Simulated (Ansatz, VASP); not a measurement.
## TiB2: VASP beside Ansatz

File INCAR:

```
  ALGO = Normal
  EDIFF = 1E-6
  EDIFFG = -0.01
  ENCUT = 600
  GGA = RP
  IBRION = 2
  ISIF = 3
  ISMEAR = -1
  IVDW = 12
  LASPH = T
  LCHARG = F
  LREAL = F
  LWAVE = F
  NELM = 80
  NSW = 60
  PREC = Accurate
  SIGMA = 0.05
```

File KPOINTS:

```
k-points
0
Gamma
  10 10 8
```

Contents of POSCAR:

```
TiB2
1.0
    3.0292000000      0.0000000000      0.0000000000
   -1.5146000000      2.6233641531      0.0000000000
    0.0000000000      0.0000000000      3.2284000000
Ti B
1 2
Direct
    0.0000000000      0.0000000000      0.0000000000
    0.6666666667      0.3333333333      0.5000000000
    0.3333333333      0.6666666667      0.5000000000
```

File input.yaml:

```yaml
crystal:
  lattice:
    - [3.0292, 0.0, 0.0]
    - [-1.5146, 2.6233641531, 0.0]
    - [0.0, 0.0, 3.2284]
  atoms:
    - { symbol: Ti, position: [0.0, 0.0, 0.0] }
    - { symbol: B, position: [0.6666666667, 0.3333333333, 0.5] }
    - { symbol: B, position: [0.3333333333, 0.6666666667, 0.5] }
hamiltonian:
  xc: rpbe
  pseudopotentials: { kind: paw }
  dispersion: d3bj
kpoints:
  mp_grid: { grid: [10, 10, 8] }
scf:
  occupations: { method: fermi_dirac, width: 0.05 }
output:
  forces: true
  stress: true
relax:
  f_tol: 0.01
  max_steps: 40
  cell: { stress_tol: 0.05 }
```

Alike in both runs: task relaxation of cell and atoms; functional RPBE; dispersion D3(BJ); k mesh 10 × 10 × 8; occupations fermi-dirac, width 0.05 eV; no spin polarisation.

|  | VASP | Ansatz |
| --- | --- | --- |
| version | VASP 6.6.1 | Ansatz 0.2.0 |
| potentials or method | VASP PAW PBE potentials, release 64 (Ti_sv, B) | Ansatz PAW |
| plane-wave cutoff (eV) | 600 | 420 |
| valence electrons in the cell | 18 | 18 |

VASP gave:

* relaxed volume (Å³/atom): 7.48
* relaxed length of the cell vector where the two differ most in proportion (Å): 2.912

**Question.** Which values does Ansatz return?

**Answer.** Relaxed volume (Å³/atom): 7.47; relaxed length of the cell vector where the two differ most in proportion (Å): 2.912.

VASP's potentials were made for PBE, not for RPBE.

Noted on Ansatz's run: the plane-wave basis is chosen anew once the cell has moved, so the energies of steps on either side of that aren't comparable.
